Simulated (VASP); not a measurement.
# SiMo5 (P6/mmm) in VASP: a series of runs, part 2 of 3

VASP 6.6.1. Earlier steps stand in the parts before.

**3. Single point, PBE**

This run uses another cell than the first one, of 17.26 Å³/atom, 1.109 times its volume.

The input, INCAR:

```
PREC     = Accurate       # precision mode
ENCUT    = 500            # plane-wave cutoff, eV
EDIFF    = 1E-6           # SCF threshold, eV
ISMEAR   = 0              # smearing method
SIGMA    = 0.2            # smearing width, eV
LREAL    = F              # projectors in reciprocal space
LASPH    = T              # aspherical terms in the spheres
NELM     = 120            # most SCF steps
ALGO     = Normal         # electronic algorithm
ISIF     = 2              # what is computed and relaxed
LWAVE    = F              # write WAVECAR
LCHARG   = F              # write CHGCAR
GGA      = PE             # functional
NBANDS   = 46             # bands
GGA_COMPAT= F
```

The input, KPOINTS:

```
Automatic mesh
0
Gamma
  4 4 4
```

The input, POSCAR:

```
SiMo5
1.0
    4.9803398980      0.0000000000      0.0000000000
   -2.4901699490      4.3131008711      0.0000000000
    0.0000000000      0.0000000000      4.8217874655
Si Mo
1 5
Direct
    0.0000000000      0.0000000000      0.0000000000
    0.3333333333      0.6666666667      0.0000000000
    0.6666666667      0.3333333333      0.0000000000
    0.5000000000      0.0000000000      0.5000000000
    0.5000000000      0.5000000000      0.5000000000
    0.0000000000      0.5000000000      0.5000000000
```

Potentials or basis: VASP PAW PBE potentials, release 64 (Si, Mo_sv).

Started as:

```bash
cat potpaw_PBE.64/Si/POTCAR potpaw_PBE.64/Mo_sv/POTCAR > POTCAR
mpirun -np 1 vasp_std > vasp.out
```

OUTCAR:

```text
PREC = Accurate
   ENCUT = 500
   EDIFF = 1E-6
   ISMEAR = 0
   LREAL = F
   LASPH = T
   NELM = 120
   ISIF = 2
   GGA = PE

 ion  position               nearest neighbor table
   1  0.000  0.000  0.000-   2 2.88   3 2.88   2 2.88   3 2.88   3 2.88   2 2.88
   2  0.333  0.667  0.000-   4 2.81   4 2.81   6 2.81   6 2.81   5 2.81   5 2.81   3 2.88   3 2.88
                             1 2.88   1 2.88   1 2.88   3 2.88
   3  0.667  0.333  0.000-   4 2.81   4 2.81   6 2.81   6 2.81   5 2.81   5 2.81   2 2.88   2 2.88
                             1 2.88   1 2.88   1 2.88   2 2.88
   4  0.500  0.000  0.500-   5 2.49   6 2.49   5 2.49   6 2.49   2 2.81   3 2.81   2 2.81   3 2.81

   5  0.500  0.500  0.500-   4 2.49   4 2.49   6 2.49   6 2.49   2 2.81   3 2.81   2 2.81   3 2.81

   6  0.000  0.500  0.500-   4 2.49   4 2.49   5 2.49   5 2.49   2 2.81   3 2.81   2 2.81   3 2.81

  LATTYP: Found a hexagonal cell.
 ALAT       =     4.9803398980
 C/A-ratio  =     0.9681643350

  Lattice vectors:

 A1 = (   4.9803398980,   0.0000000000,   0.0000000000)
 A2 = (  -2.4901699490,   4.3131008711,   0.0000000000)
 A3 = (   0.0000000000,   0.0000000000,   4.8217874655)

Analysis of symmetry for initial positions (statically):
=====================================================================
 Subroutine PRICEL returns:
 Original cell was already a primitive cell.

 Routine SETGRP: Setting up the symmetry group for a
 hexagonal supercell.

 Subroutine GETGRP returns: Found 24 space group operations
 (whereof 24 operations were pure point group operations)
 out of a pool of 24 trial point group operations.

The static configuration has the point symmetry D_6h.

Analysis of symmetry for dynamics (positions and initial velocities):
=====================================================================
 Subroutine PRICEL returns:
 Original cell was already a primitive cell.

 Routine SETGRP: Setting up the symmetry group for a
 hexagonal supercell.

 Subroutine GETGRP returns: Found 24 space group operations
 (whereof 24 operations were pure point group operations)
 out of a pool of 24 trial point group operations.

The dynamic configuration has the point symmetry D_6h.

 Subroutine INISYM returns: Found 24 space group operations
 (whereof 24 operations are pure point group operations),
 and found     1 'primitive' translations

----------------------------------------------------------------------------------------

                                     Primitive cell

  volume of cell :     103.5754

  direct lattice vectors                    reciprocal lattice vectors
     4.980339898  0.000000000  0.000000000     0.200789508  0.115925877  0.000000000
    -2.490169949  4.313100871  0.000000000     0.000000000  0.231851754  0.000000000
     0.000000000  0.000000000  4.821787465     0.000000000  0.000000000  0.207391970

  length of vectors
     4.980339898  4.980339898  4.821787465     0.231851754  0.231851754  0.207391970

  position of ions in fractional coordinates (direct lattice)
     0.000000000  0.000000000  0.000000000
     0.333333333  0.666666667  0.000000000
     0.666666667  0.333333333  0.000000000
     0.500000000  0.000000000  0.500000000
     0.500000000  0.500000000  0.500000000
[... 42 lines left out ...]
  0.250000  0.250000  0.000000      6.000000
  0.000000  0.000000  0.250000      2.000000
  0.250000 -0.000000  0.250000     12.000000
  0.500000 -0.000000  0.250000      6.000000
  0.250000  0.250000  0.250000     12.000000
  0.000000  0.000000  0.500000      1.000000
  0.250000 -0.000000  0.500000      6.000000
  0.500000 -0.000000  0.500000      3.000000
  0.250000  0.250000  0.500000      6.000000
   k-points           NKPTS =     12   k-points in BZ     NKDIM =     12   number of bands    NBANDS=     46
   number of dos      NEDOS =    301   number of ions     NIONS =      6
   total plane-waves  NPLWV =  46656
   dimension x,y,z NGX =    36 NGY =   36 NGZ =   36
   dimension x,y,z NGXF=    72 NGYF=   72 NGZF=   72
   ions per type =               1   5
   NGX,Y,Z   is equivalent  to a cutoff of  12.02, 12.02, 12.41 a.u.
   NGXF,Y,Z  is equivalent  to a cutoff of  24.03, 24.03, 24.82 a.u.
 SYSTEM =  unknown system
   PREC   = accura    normal or accurate (medium, high low for compatibility)
   ISTART =      0    job   : 0-new  1-cont  2-samecut
   ICHARG =      2    charge: 1-file 2-atom 10-const
   ISPIN  =      1    spin polarized calculation?
   LNONCOLLINEAR =      F non collinear calculations
   LSORBIT =      F    spin-orbit coupling
   LASPH  =      T    aspherical Exc in radial PAW
   ENCUT  =  500.0 eV  36.75 Ry    6.06 a.u.   9.08  9.08  8.79*2*pi/ulx,y,z
   NELM   =    120;   NELMIN=  2; NELMDL= -5     # of ELM steps
   EDIFF  = 0.1E-05   stopping-criterion for ELM
   LREAL  =      F    real-space projection
   EDIFFG = 0.1E-04   stopping-criterion for IOM
   NSW    =      0    number of steps for IOM
   IBRION =     -1    ionic relax: 0-MD 1-quasi-New 2-CG
   NFREE  =      0    steps in history (QN), initial steepest desc. (CG)
   ISIF   =      2    stress and relaxation
   ISYM   =      2    0-nonsym 1-usesym 2-fastsym
   POTIM  = 0.5000    time-step for ionic-motion
   TEBEG  =    0.0;   TEEND  =   0.0 temperature during run
   PSTRESS=    0.0 pullay stress
   NELECT =      74.0000    total number of electrons
   NUPDOWN=      -1.0000    fix difference up-down
   EMIN   =  10.00;   EMAX   =-10.00  energy-range for DOS
   EFERMI =   0.00;   METHOD = LEGACY
   ISMEAR =     0;   SIGMA  =   0.20  broadening in eV -4-tet -1-fermi 0-gaus
   EFERMI_NEDOS =   21; number of points for ismear=-14 and -15
   IALGO  =     38    algorithm
   IMIX   =      4    mixing-type and parameters
     AMIX     =   0.40;   BMIX     =  1.00
     AMIX_MAG =   1.60;   BMIX_MAG =  1.00
  volume/ion in A,a.u.               =      17.26       116.49
  Fermi-wavevector in a.u.,A,eV,Ry     =   1.463524  2.765659 29.142353  2.141903
  Thomas-Fermi vector in A             =   2.579609
   LORBIT       =      0    0 simple, 1 ext, 2 COOP (PROOUT), +10 PAW based schemes
   GGA     = PE    functional components
   LHFCALC =     F    Hartree Fock is set to
   AEXX    =    0.0000 exact exchange contribution
   IVDW    =     0    specifies the selected vdW correction
   LEPSILON=     F    determine dielectric tensor
   LRPA    =     F    only Hartree local field effects (RPA)
 non-spin polarized calculation
 Gauss-broadening in eV      SIGMA  =   0.20
  energy-cutoff  :      500.00
  volume of cell :      103.58
 maximum number of plane-waves:      2651
   NGX = 19   NGY = 19   NGZ = 17

 number of electron      74.0000024 magnetization

 Free energy of the ion-electron system (eV)
  ---------------------------------------------------
  ext. energy  EPLUGINS =         0.00000000
  ---------------------------------------------------
  free energy    TOTEN  =       -56.39278233 eV

  energy without entropy =      -56.33924308  energy(sigma->0) =      -56.36601271

 E-fermi :  10.1193     XC(G=0): -12.2912

 val. band max:       10.1022404284   @ k =   0.0000   0.0000   0.5000
 cond. band min:      10.1835340794   @ k =   0.0000   0.0000   0.5000
 fundamental gap:      0.0812936510
 Fermi energy:        10.1192585171

 k-point     1 :       0.0000    0.0000    0.0000
  band No.  band energies     occupation
      1     -50.7070      2.00000
      2     -50.4069      2.00000
      3     -50.3540      2.00000
      4     -50.2065      2.00000
      5     -50.2065      2.00000
      6     -26.2067      2.00000
[... 577 lines left out ...]
     45      12.6494      0.00000
     46      13.1862      0.00000

------------------------ aborting loop because EDIFF is reached ----------------------------------------

  FORCE on cell =-STRESS in cart. coord.  units (eV):
  Direction    XX          YY          ZZ          XY          YZ          ZX
  --------------------------------------------------------------------------------------
  -------------------------------------------------------------------------------------
  Total        0.3449064      0.3449064      0.3105041      0.0000000      0.0000000      0.0000000
  in kB        5.3352552      5.3352552      4.8030955      0.0000000      0.0000000      0.0000000
  external PRESSURE =       5.1578686 kB  Pullay stress =       0.0000000 kB

 VOLUME and BASIS-vectors are now :
 -----------------------------------------------------------------------------
  energy-cutoff  :      500.00
  volume of cell :      103.58
      direct lattice vectors                 reciprocal lattice vectors
     4.980339898  0.000000000  0.000000000     0.200789508  0.115925877  0.000000000
    -2.490169949  4.313100871  0.000000000     0.000000000  0.231851754  0.000000000
     0.000000000  0.000000000  4.821787465     0.000000000  0.000000000  0.207391970

 POSITION                                       TOTAL-FORCE (eV/Angst)
 -----------------------------------------------------------------------------------
      0.00000      0.00000      0.00000         0.000000      0.000000     -0.000000
     -0.00000      2.87540      0.00000        -0.000000      0.000000     -0.000000
      2.49017      1.43770      0.00000         0.000000      0.000000      0.000000
      2.49017      0.00000      2.41089         0.000000      0.000000     -0.000000
      1.24508      2.15655      2.41089         0.000000      0.000000     -0.000000
     -1.24508      2.15655      2.41089         0.000000      0.000000     -0.000000
 -----------------------------------------------------------------------------------
    total drift:                                0.000000      0.000000      0.000000

  FREE ENERGIE OF THE ION-ELECTRON SYSTEM (eV)
  ---------------------------------------------------
  free  energy   TOTEN  =       -56.3927823255 eV

  energy  without entropy=      -56.3392430845  energy(sigma->0) =      -56.36601271
```

Run time: 46 s. Hardware: 1 thread of AMD EPYC 9R45 (Zen 5), shared host; peak memory 0.17 GiB.

Results:

| Item | Value |
| --- | --- |
| Free energy | -56.3928 eV |
| Pressure | 0.5 GPa |
| Band gap on the k mesh | zero (band 37 reaches 11.37 eV, above the bottom of band 38 at 9.83 eV) |

Caveat: the k points lie up to 0.36 Å⁻¹ apart.

[end of part 2 of 3]
